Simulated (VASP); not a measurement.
# Os (Fd-3m) in VASP: single point with b88 exchange, pbe correlation

Aim: the single point of Os with b88 exchange, pbe correlation.

Everything below comes from runs of VASP 6.6.1. Logs are shortened: lines on timing, memory, paths and dates and some standing lists are left out, and cuts for length are marked.

## 1. The cell of the first run

Symmetry: Fd-3m, No. 227, cubic system. The conventional cell has a = 5.553 Å, b = 5.553 Å, c = 5.553 Å, α = 90.00°, β = 90.00°, γ = 90.00°. Within 3.2 Å of Os (site symmetry -43m) lie 4 Os at 2.40 Å.

This isn't the form of Os at room conditions, which is hcp.

## 2. Single point, b88 exchange, pbe correlation

The input, INCAR:

```
ALGO = Normal ; EDIFF = 1E-6
ENCUT = 560 ; GGA = LIBXC
GGA_COMPAT = False ; ISIF = 2
ISMEAR = -1 ; LASPH = True
LCHARG = False ; LIBXC1 = GGA_X_B88
LIBXC2 = GGA_C_PBE ; LREAL = False
LWAVE = False ; NBANDS = 23
NELM = 120 ; PREC = Accurate
SIGMA = 0.1
```

The input, KPOINTS:

```
k-points
0
Gamma
  8 8 8
```

The input, POSCAR:

```
Os
1.0
    0.0000000000      2.7766788399      2.7766788399
    2.7766788399      0.0000000000      2.7766788399
    2.7766788399      2.7766788399      0.0000000000
Os
2
Direct
    1.0000000000      1.0000000000      1.0000000000
    0.2500000000      0.2500000000      0.2500000000
```

Potentials or basis: VASP PAW PBE potentials, release 64 (Os_sv_GW).

Run with:

```console
> cat potpaw_PBE.64/Os_sv_GW/POTCAR > POTCAR
> mpirun -np 1 vasp_std > vasp.out
```

OUTCAR:

```text
EDIFF = 1E-6
   ENCUT = 560
   GGA = LIBXC
   ISIF = 2
   ISMEAR = -1
   LASPH = True
   LREAL = False
   NELM = 120
   PREC = Accurate

 ion  position               nearest neighbor table
   1  0.000  0.000  0.000-   2 2.40   2 2.40   2 2.40   2 2.40
   2  0.250  0.250  0.250-   1 2.40   1 2.40   1 2.40   1 2.40

  LATTYP: Found a face centered cubic cell.
 ALAT       =     5.5533576798

  Lattice vectors:

 A1 = (   0.0000000000,   2.7766788399,   2.7766788399)
 A2 = (   2.7766788399,   0.0000000000,   2.7766788399)
 A3 = (   2.7766788399,   2.7766788399,   0.0000000000)

Analysis of symmetry for initial positions (statically):
=====================================================================
 Subroutine PRICEL returns:
 Original cell was already a primitive cell.

 Routine SETGRP: Setting up the symmetry group for a
 face centered cubic supercell.

 Subroutine GETGRP returns: Found 48 space group operations
 (whereof 24 operations were pure point group operations)
 out of a pool of 48 trial point group operations.

The static configuration has the point symmetry T_d .
 The point group associated with its full space group is O_h .

Analysis of symmetry for dynamics (positions and initial velocities):
=====================================================================
 Subroutine PRICEL returns:
 Original cell was already a primitive cell.

 Routine SETGRP: Setting up the symmetry group for a
 face centered cubic supercell.

 Subroutine GETGRP returns: Found 48 space group operations
 (whereof 24 operations were pure point group operations)
 out of a pool of 48 trial point group operations.

The dynamic configuration has the point symmetry T_d .
 The point group associated with its full space group is O_h .

 Subroutine INISYM returns: Found 48 space group operations
 (whereof 24 operations are pure point group operations),
 and found     1 'primitive' translations

----------------------------------------------------------------------------------------

                                     Primitive cell

  volume of cell :      42.8161

  direct lattice vectors                    reciprocal lattice vectors
     0.000000000  2.776678840  2.776678840    -0.180071239  0.180071239  0.180071239
     2.776678840  0.000000000  2.776678840     0.180071239 -0.180071239  0.180071239
     2.776678840  2.776678840  0.000000000     0.180071239  0.180071239 -0.180071239

  length of vectors
     3.926816874  3.926816874  3.926816874     0.311892536  0.311892536  0.311892536

  position of ions in fractional coordinates (direct lattice)
     0.000000000  0.000000000  0.000000000
     0.250000000  0.250000000  0.250000000

  ion indices of the primitive-cell ions
   primitive index   ion index
                 1           1
                 2           2

----------------------------------------------------------------------------------------

 KPOINTS: k-points

Automatic generation of k-mesh.
 Grid dimensions read from file:
 generate k-points for:    8    8    8

 Generating k-lattice:

  Cartesian coordinates                     Fractional coordinates (reciprocal lattice)
    -0.022508905  0.022508905  0.022508905     0.125000000  0.000000000  0.000000000
     0.022508905 -0.022508905  0.022508905     0.000000000  0.125000000  0.000000000
     0.022508905  0.022508905 -0.022508905     0.000000000  0.000000000  0.125000000

  Length of vectors
     0.038986567  0.038986567  0.038986567

  Shift w.r.t. Gamma in fractional coordinates (k-lattice)
     0.000000000  0.000000000  0.000000000

 Subroutine IBZKPT returns following result:
 ===========================================

 Found     29 irreducible k-points:

 Following reciprocal coordinates:
            Coordinates               Weight
  0.000000  0.000000  0.000000      1.000000
  0.125000  0.000000  0.000000      8.000000
  0.250000  0.000000  0.000000      8.000000
  0.375000  0.000000  0.000000      8.000000
  0.500000  0.000000  0.000000      4.000000
  0.125000  0.125000  0.000000      6.000000
[... 16 lines left out ...]
  0.500000  0.250000  0.125000     48.000000
 -0.375000  0.250000  0.125000     24.000000
 [... further k-points ...]
   k-points           NKPTS =     29   k-points in BZ     NKDIM =     29   number of bands    NBANDS=     23
   number of dos      NEDOS =    301   number of ions     NIONS =      2
   total plane-waves  NPLWV =  27000
   dimension x,y,z NGX =    30 NGY =   30 NGZ =   30
   dimension x,y,z NGXF=    60 NGYF=   60 NGZF=   60
   ions per type =               2
   NGX,Y,Z   is equivalent  to a cutoff of  12.70, 12.70, 12.70 a.u.
   NGXF,Y,Z  is equivalent  to a cutoff of  25.40, 25.40, 25.40 a.u.
 SYSTEM =  unknown system
   PREC   = accura    normal or accurate (medium, high low for compatibility)
   ISTART =      0    job   : 0-new  1-cont  2-samecut
   ICHARG =      2    charge: 1-file 2-atom 10-const
   ISPIN  =      1    spin polarized calculation?
   LNONCOLLINEAR =      F non collinear calculations
   LSORBIT =      F    spin-orbit coupling
   LASPH  =      T    aspherical Exc in radial PAW
   ENCUT  =  560.0 eV  41.16 Ry    6.42 a.u.   7.58  7.58  7.58*2*pi/ulx,y,z
   NELM   =    120;   NELMIN=  2; NELMDL= -5     # of ELM steps
   EDIFF  = 0.1E-05   stopping-criterion for ELM
   LREAL  =      F    real-space projection
   EDIFFG = 0.1E-04   stopping-criterion for IOM
   NSW    =      0    number of steps for IOM
   IBRION =     -1    ionic relax: 0-MD 1-quasi-New 2-CG
   NFREE  =      0    steps in history (QN), initial steepest desc. (CG)
   ISIF   =      2    stress and relaxation
   ISYM   =      2    0-nonsym 1-usesym 2-fastsym
   POTIM  = 0.5000    time-step for ionic-motion
   TEBEG  =    0.0;   TEEND  =   0.0 temperature during run
   PSTRESS=    0.0 pullay stress
   NELECT =      32.0000    total number of electrons
   NUPDOWN=      -1.0000    fix difference up-down
   EMIN   =  10.00;   EMAX   =-10.00  energy-range for DOS
   EFERMI =   0.00;   METHOD = LEGACY
   ISMEAR =    -1;   SIGMA  =   0.10  broadening in eV -4-tet -1-fermi 0-gaus
   EFERMI_NEDOS =   21; number of points for ismear=-14 and -15
   IALGO  =     38    algorithm
   IMIX   =      4    mixing-type and parameters
     AMIX     =   0.40;   BMIX     =  1.00
     AMIX_MAG =   1.60;   BMIX_MAG =  1.00
  volume/ion in A,a.u.               =      21.41       144.47
  Fermi-wavevector in a.u.,A,eV,Ry     =   1.485671  2.807510 30.031009  2.207217
  Thomas-Fermi vector in A             =   2.599053
   LORBIT       =      0    0 simple, 1 ext, 2 COOP (PROOUT), +10 PAW based schemes
   GGA     = LIBXC    functional components
   LHFCALC =     F    Hartree Fock is set to
   AEXX    =    0.0000 exact exchange contribution
   IVDW    =     0    specifies the selected vdW correction
   LEPSILON=     F    determine dielectric tensor
   LRPA    =     F    only Hartree local field effects (RPA)
 non-spin polarized calculation
  energy-cutoff  :      560.00
  volume of cell :       42.82
 maximum number of plane-waves:      1308
   NGX = 15   NGY = 15   NGZ = 15

 number of electron      31.9999998 magnetization

 Free energy of the ion-electron system (eV)
  ---------------------------------------------------
  ext. energy  EPLUGINS =         0.00000000
  ---------------------------------------------------
  free energy    TOTEN  =       -21.95900925 eV

  energy without entropy =      -21.90738164  energy(sigma->0) =      -21.93319545

 E-fermi :   7.1746     XC(G=0): -11.6259

 val. band max:        7.0209161484   @ k =   0.2500   0.1250   0.0000
 cond. band min:       7.1864679530   @ k =   0.3750   0.0000   0.0000
 fundamental gap:      0.1655518046
 Fermi energy:         7.1746265634

 k-point     1 :       0.0000    0.0000    0.0000
  band No.  band energies     occupation
      1     -79.1626      2.00000
      2     -78.8740      2.00000
      3     -38.8435      2.00000
      4     -38.8435      2.00000
      5     -38.8435      2.00000
      6     -37.9884      2.00000
[... 15 lines left out ...]
     22      19.7924      0.00000
     23      19.7924      0.00000

 k-point     2 :       0.1250    0.0000    0.0000
  band No.  band energies     occupation
      1     -79.1549      2.00000
      2     -78.8834      2.00000
      3     -38.8588      2.00000
      4     -38.8588      2.00000
      5     -38.8409      2.00000
      6     -37.9939      2.00000
[... 15 lines left out ...]
     22      19.6468      0.00000
     23      19.6536      0.00000

 k-point     3 :       0.2500    0.0000    0.0000
  band No.  band energies     occupation
      1     -79.1335      2.00000
      2     -78.9056      2.00000
      3     -38.8913      2.00000
      4     -38.8913      2.00000
      5     -38.8315      2.00000
      6     -38.0063      2.00000
[... 15 lines left out ...]
     22      18.3956      0.00000
     23      18.3956      0.00000

 k-point     4 :       0.3750    0.0000    0.0000
  band No.  band energies     occupation
      1     -79.1062      2.00000
      2     -78.9331      2.00000
      3     -38.9214      2.00000
      4     -38.9214      2.00000
      5     -38.8220      2.00000
      6     -38.0172      2.00000
[... 15 lines left out ...]
     22      17.3048      0.00000
     23      17.3048      0.00000

 k-point     5 :       0.5000    0.0000    0.0000
  band No.  band energies     occupation
      1     -79.0919      2.00000
      2     -78.9482      2.00000
      3     -38.9339      2.00000
      4     -38.9339      2.00000
      5     -38.8184      2.00000
      6     -38.0224      2.00000
[... 434 lines left out ...]
 k-point    22 :       0.3750    0.2500    0.1250
  band No.  band energies     occupation
      1     -79.1138      2.00000
      2     -78.9255      2.00000
      3     -38.9629      2.00000
      4     -38.9285      2.00000
      5     -38.7325      2.00000
      6     -38.1076      2.00000
[... 15 lines left out ...]
     22      16.3890      0.00000
     23      18.1960      0.00000

 k-point    23 :       0.5000    0.2500    0.1250
  band No.  band energies     occupation
      1     -79.0864      2.00000
      2     -78.9532      2.00000
      3     -39.0017      2.00000
      4     -38.9552      2.00000
      5     -38.6799      2.00000
      6     -38.1600      2.00000
[... 15 lines left out ...]
     22      15.1281      0.00000
     23      18.4012      0.00000

 k-point    24 :      -0.3750    0.2500    0.1250
  band No.  band energies     occupation
      1     -79.0707      2.00000
      2     -78.9687      2.00000
      3     -39.0149      2.00000
      4     -38.9674      2.00000
      5     -38.6552      2.00000
      6     -38.1842      2.00000
[... 15 lines left out ...]
     22      14.4513      0.00000
     23      18.4351      0.00000

 [... further k-points ...]

------------------------ aborting loop because EDIFF is reached ----------------------------------------

  FORCE on cell =-STRESS in cart. coord.  units (eV):
  Direction    XX          YY          ZZ          XY          YZ          ZX
  --------------------------------------------------------------------------------------
  -------------------------------------------------------------------------------------
  Total       -0.2129985     -0.2129985     -0.2129985      0.0000000     -0.0000000      0.0000000
  in kB       -7.9704013     -7.9704013     -7.9704013      0.0000000     -0.0000000      0.0000000
  external PRESSURE =      -7.9704013 kB  Pullay stress =       0.0000000 kB

 VOLUME and BASIS-vectors are now :
 -----------------------------------------------------------------------------
  energy-cutoff  :      560.00
  volume of cell :       42.82
      direct lattice vectors                 reciprocal lattice vectors
     0.000000000  2.776678840  2.776678840    -0.180071239  0.180071239  0.180071239
     2.776678840  0.000000000  2.776678840     0.180071239 -0.180071239  0.180071239
     2.776678840  2.776678840  0.000000000     0.180071239  0.180071239 -0.180071239

 POSITION                                       TOTAL-FORCE (eV/Angst)
 -----------------------------------------------------------------------------------
      0.00000      0.00000      0.00000         0.000000      0.000000      0.000000
      1.38834      1.38834      1.38834        -0.000000     -0.000000     -0.000000
 -----------------------------------------------------------------------------------
    total drift:                                0.000000     -0.000000      0.000000

  FREE ENERGIE OF THE ION-ELECTRON SYSTEM (eV)
  ---------------------------------------------------
  free  energy   TOTEN  =       -21.9590092529 eV

  energy  without entropy=      -21.9073816397  energy(sigma->0) =      -21.93319545
```

Wall time 23 s (1 thread of AMD EPYC 7R13 (Zen 3), shared host); peak memory 0.15 GiB.

What came out:

```
Free energy            : -21.9590 eV
Pressure               : -0.8 GPa
Band gap on the k mesh : zero (bands 16 and 17 overlap by 0.97 eV)
```

Caveat: the PAW data sets were made with another functional, which shifts forces and pressure a little; spin-orbit coupling is left out, which moves the levels of the heavy elements.

The gap in the log of VASP goes by the Fermi energy; the results here count the filled bands.